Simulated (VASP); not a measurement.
# Tl in VASP: notebook, part 2 of 2

VASP 6.6.1. The steps go on from the part before.

### 3 Single point, PBE (x and y stretched by -2 %, z held)

INCAR reads:

```
PREC = Accurate ; ENCUT = 520
EDIFF = 1E-6 ; ISMEAR = -1
SIGMA = 0.05 ; LREAL = F
LASPH = T ; NELM = 60
ALGO = Normal ; ISIF = 2
LWAVE = F ; LCHARG = F
GGA = PE ; NBANDS = 12
```

KPOINTS reads:

```
Automatic mesh
0
Gamma
  14 14 14
```

POSCAR reads:

```
Tl
1.0
    0.0000000000      2.1217000000      2.1650000000
    2.1217000000      0.0000000000      2.1650000000
    2.1217000000      2.1217000000      0.0000000000
Tl
1
Direct
    0.0000000000      0.0000000000      0.0000000000
```

Potentials or basis: VASP PAW PBE potentials, release 64 (Tl_d).

Launch:

```
$ cat potpaw_PBE.64/Tl_d/POTCAR > POTCAR
$ mpirun -np 1 vasp_std > vasp.out
```

Run time: 22 s. Hardware: 1 thread of Intel Xeon Platinum 8488C (Sapphire Rapids), shared host; peak memory 0.18 GiB.

Results (log left out):

```yaml
Free_energy: -1.1952 eV
Pressure: 45.7 GPa
Band_gap_on_the_k_mesh: zero (an odd number of electrons rules out a gap without spin polarisation)
```

Stress tensor (GPa, compression positive):
```
45.21  0.00  0.00
 0.00 45.21  0.00
 0.00  0.00 46.79
```

Levels at points of the mesh, in eV from the Fermi level:
| k point | band 2 | band 3 | band 4 | band 5 | band 6 | band 7 | band 8 | band 9 | band 10 | band 11 |
| --- | --- | --- | --- | --- | --- | --- | --- | --- | --- | --- |
| (0.00, 0.00, 0.00) | -12.83 | -12.73 | -12.73 | -12.11 | -12.02 | 10.85 | 13.08 | 13.13 | 13.13 | 18.23 |
| (0.50, 0.00, 0.00) | -12.80 | -12.71 | -11.49 | -11.45 | -5.20 | -5.09 | 10.09 | 10.66 | 10.93 | 16.69 |
| (0.50, 0.50, 0.00) | -13.62 | -11.50 | -11.32 | -11.32 | -3.69 | -2.85 | 4.77 | 4.77 | 10.02 | 11.64 |
| (0.50, 0.00, 0.50) | -13.61 | -11.51 | -11.35 | -11.27 | -3.41 | -2.42 | 4.40 | 4.47 | 9.66 | 11.32 |

Caveat: the cell differs from its parent crystal (x and y stretched by -2 %, z held); the cell stands under pressure; spin-orbit coupling is left out, which moves the levels of the heavy elements.

### 4 Single point, PBE

INCAR reads:

```
SYSTEM = Tl
  PREC = Accurate
  ENCUT = 520
  EDIFF = 1E-6
  ISMEAR = -1
  SIGMA = 0.05
  LREAL = .False.
  LASPH = .True.
  NELM = 80
  ALGO = Normal
  ISIF = 2
  LWAVE = .False.
  LCHARG = .False.
  GGA = PE
  NBANDS = 12
```

KPOINTS reads:

```
regular mesh
0
Gamma
  20 20 20
  0 0 0
```

POSCAR reads:

```
Tl
1.0
    0.0000000000      2.1650000000      2.1650000000
    2.1650000000      0.0000000000      2.1650000000
    2.1650000000      2.1650000000      0.0000000000
Tl
1
Direct
    0.0000000000      0.0000000000      0.0000000000
```

Launch:

```
$ cat potpaw_PBE.64/Tl_d/POTCAR > POTCAR
$ mpirun -np 1 vasp_std > vasp.out
```

Wall time 22 s (1 thread of Intel Xeon Platinum 8488C (Sapphire Rapids), shared host); peak memory 0.18 GiB.

The run converged. Its results:

```yaml
Free_energy: -1.4074 eV
Pressure: 37.3 GPa
Band_gap_on_the_k_mesh: zero (an odd number of electrons rules out a gap without spin polarisation)
```

Levels at points of the mesh, in eV from the Fermi level:
```tsv
k point	band 2	band 3	band 4	band 5	band 6	band 7	band 8	band 9	band 10	band 11
(0.00, 0.00, 0.00)	-12.55	-12.55	-12.55	-11.91	-11.91	10.95	12.91	12.91	12.91	17.92
(0.50, 0.00, 0.00)	-12.54	-12.54	-11.37	-11.37	-5.20	-4.78	10.40	10.47	10.47	16.64
(0.50, 0.50, 0.00)	-13.31	-11.40	-11.22	-11.22	-3.26	-2.66	4.55	4.55	9.54	11.14
```

Caveat: the cell stands under pressure; spin-orbit coupling is left out, which moves the levels of the heavy elements.

### 5 Single point, PBE (equal xy, yz and zx shear strains of -3 %)

INCAR reads:

```
PREC = Accurate
ENCUT = 520
EDIFF = 1E-6
ISMEAR = -1
SIGMA = 0.05
LREAL = False
LASPH = True
NELM = 100
ALGO = Normal
ISIF = 2
LWAVE = False
LCHARG = False
GGA = PE
NBANDS = 12
```

KPOINTS reads:

```
regular mesh
0
Gamma
  14 14 14
```

POSCAR reads:

```
Tl
1.0
   -0.0649500000      2.1325250000      2.1325250000
    2.1325250000     -0.0649500000      2.1325250000
    2.1325250000      2.1325250000     -0.0649500000
Tl
1
Direct
    0.0000000000      0.0000000000      0.0000000000
```

Potentials or basis: VASP PAW PBE potentials, release 64 (Tl_d).

Launch:

```
$ cat potpaw_PBE.64/Tl_d/POTCAR > POTCAR
$ mpirun -np 1 vasp_std > vasp.out
```

OUTCAR:

```text
PREC = Accurate
   ENCUT = 520
   EDIFF = 1E-6
   ISMEAR = -1
   LREAL = False
   LASPH = True
   NELM = 100
   ISIF = 2
   GGA = PE

 ion  position               nearest neighbor table
   1  0.000  0.000  0.000-

  LATTYP: Found a trigonal (rhomboedric) cell.
 ALAT       =     3.0165450856
 COS(alpha) =     0.4693254694

  Lattice vectors:

 A1 = (  -0.0649500000,   2.1325250000,   2.1325250000)
 A2 = (   2.1325250000,  -0.0649500000,   2.1325250000)
 A3 = (   2.1325250000,   2.1325250000,  -0.0649500000)

Analysis of symmetry for initial positions (statically):
=====================================================================
 Subroutine PRICEL returns:
 Original cell was already a primitive cell.

 Routine SETGRP: Setting up the symmetry group for a
 trigonal (rhombohedral) supercell.

 Subroutine GETGRP returns: Found 12 space group operations
 (whereof 12 operations were pure point group operations)
 out of a pool of 12 trial point group operations.

The static configuration has the point symmetry D_3d.

[... 165 lines left out ...]
  band No.  band energies     occupation
      1      -1.9718      2.00000
      2      -1.5194      2.00000
      3      -1.5194      2.00000
      4      -1.3020      2.00000
      5      -0.7872      2.00000
      6      -0.7872      2.00000
      7      21.9365      0.00000
      8      23.5199      0.00000
      9      23.5199      0.00000
     10      25.2348      0.00000
     11      28.7721      0.00000
     12      29.5907      0.00000
[... 331 lines left out ...]
 k-point    24 :       0.2857    0.1429    0.0000
  band No.  band energies     occupation
      1      -1.8268      2.00000
      2      -1.3048      2.00000
      3      -1.1858      2.00000
      4      -1.0246      2.00000
      5      -0.5196      2.00000
      6       0.6015      2.00000
      7      15.7203      0.00000
      8      20.5896      0.00000
      9      22.1113      0.00000
     10      22.4657      0.00000
     11      24.7184      0.00000
     12      29.6245      0.00000

 [... further k-points ...]

------------------------ aborting loop because EDIFF is reached ----------------------------------------

  FORCE on cell =-STRESS in cart. coord.  units (eV):
  Direction    XX          YY          ZZ          XY          YZ          ZX
  --------------------------------------------------------------------------------------
  -------------------------------------------------------------------------------------
  Total        4.7706321      4.7706321      4.7706321      0.1461559      0.1461559      0.1461559
  in kB      376.8590896    376.8590896    376.8590896     11.5456813     11.5456813     11.5456813
  external PRESSURE =     376.8590896 kB  Pullay stress =       0.0000000 kB

 VOLUME and BASIS-vectors are now :
 -----------------------------------------------------------------------------
  energy-cutoff  :      520.00
  volume of cell :       20.28
      direct lattice vectors                 reciprocal lattice vectors
    -0.064950000  2.132525000  2.132525000    -0.224015309  0.231052439  0.231052439
     2.132525000 -0.064950000  2.132525000     0.231052439 -0.224015309  0.231052439
     2.132525000  2.132525000 -0.064950000     0.231052439  0.231052439 -0.224015309

 POSITION                                       TOTAL-FORCE (eV/Angst)
 -----------------------------------------------------------------------------------
      0.00000      0.00000      0.00000         0.000000      0.000000     -0.000000
 -----------------------------------------------------------------------------------
    total drift:                               -0.000000      0.000000      0.000000

  FREE ENERGIE OF THE ION-ELECTRON SYSTEM (eV)
  ---------------------------------------------------
  free  energy   TOTEN  =        -1.3929076833 eV

  energy  without entropy=       -1.3893201653  energy(sigma->0) =       -1.39111392
```

It took 24 s on 1 thread of Intel Xeon Platinum 8488C (Sapphire Rapids), shared host; peak memory 0.19 GiB.

What came out:

* Free energy: -1.3929 eV
* Pressure: 37.7 GPa
* Band gap on the k mesh: zero (an odd number of electrons rules out a gap without spin polarisation)

Caveat: the cell differs from its parent crystal (equal xy, yz and zx shear strains of -3 %); the cell stands under pressure; spin-orbit coupling is left out, which moves the levels of the heavy elements.

### 6 Overview

```tsv
cell	k mesh	gap on the mesh (eV)	pressure (GPa)
a = 3.062 Å, angles 60.0°, 1 atom	10 × 10 × 10	none	37.1
a = 3.031, b = 3.031, c = 3.001 Å, angles 60.3, 60.3, 59.3°, 1 atom	14 × 14 × 14	none	45.7
a = 3.062 Å, angles 60.0°, 1 atom	20 × 20 × 20	none	37.3
a = 3.017 Å, angles 62.0°, 1 atom	14 × 14 × 14	none	37.7
```

Alike in all rows: task single point; level PBE; potentials or basis VASP PAW PBE potentials, release 64 (Tl_d); no spin polarisation; cutoff (eV) 520; smearing fermi-dirac 0.05 eV.

Caveats: the cell stands under pressure; spin-orbit coupling is left out, which moves the levels of the heavy elements.

Total energies depend on the potentials used, so only differences within one code and one set of settings carry meaning.
